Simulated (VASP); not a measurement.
Write the native input for VASP 6.6.1 that does the following.

```yaml
Task: single point
Functional: PBE
Potentials_or_basis: VASP PAW PBE potentials, release 64 (Al, H)
Cutoff: 520 eV
k_mesh: 9 × 9 × 1
Occupations: gaussian, width 0.1 eV
Spin: no spin polarisation
Dipole_correction: yes
Further_INCAR_settings: ALGO = Normal; EDIFF = 1e-07; NBANDS = 25
```

The structure of Al9H lies in POSCAR:

```
Al9H
1.0
    2.8535431556      0.0000000000      0.0000000000
   -1.4267715778      2.4712408635      0.0000000000
    0.0000000000      0.0000000000     34.2605580981
Al H
9 1
Direct
    0.3333333333      0.6666666667      0.1167523304
    0.0000000000      0.0000000000      0.1852090274
    0.6666666667      0.3333333333      0.2536657244
    0.0000000000      0.0000000000      0.3221224214
    0.3333333333      0.6666666667      0.3899858430
    0.0000000000      0.0000000000      0.4578168584
    0.6666666667      0.3333333333      0.5268325047
    0.0000000000      0.0000000000      0.5950901730
    0.4891348000      0.5108652000      0.6639409292
    1.1666666667      0.8333333333      0.6932575186
```

These files were run (other wordings do the same):

INCAR

```
SYSTEM = Al9H
PREC = Accurate ; ENCUT = 520
EDIFF = 1E-7 ; ISMEAR = 0
SIGMA = 0.1 ; LREAL = .False.
LASPH = .True. ; NELM = 80
ALGO = Normal ; ISIF = 2
LWAVE = .False. ; LCHARG = .False.
LDIPOL = .True. ; IDIPOL = 3
DIPOL = 0.5 0.5 0.420 ; GGA = PE
NBANDS = 25
```

KPOINTS

```
Automatic mesh
0
Gamma
  9 9 1
  0 0 0
```

Potentials or basis: VASP PAW PBE potentials, release 64 (Al, H).

The run is started by

```sh
$ cat potpaw_PBE.64/Al/POTCAR potpaw_PBE.64/H/POTCAR > POTCAR
$ mpirun -np 1 vasp_std > vasp.out
```

Results of the run:

```json
{
 "Largest force": "0.099 eV/Å",
 "Band gap on the k mesh": "zero (bands 14 and 15 overlap by 3.70 eV)"
}
```

It took 3.7 min on 1 thread of Intel(R) Xeon(R) 6975P-C (Granite Rapids), with other jobs on the host, peak memory 0.41 GiB.
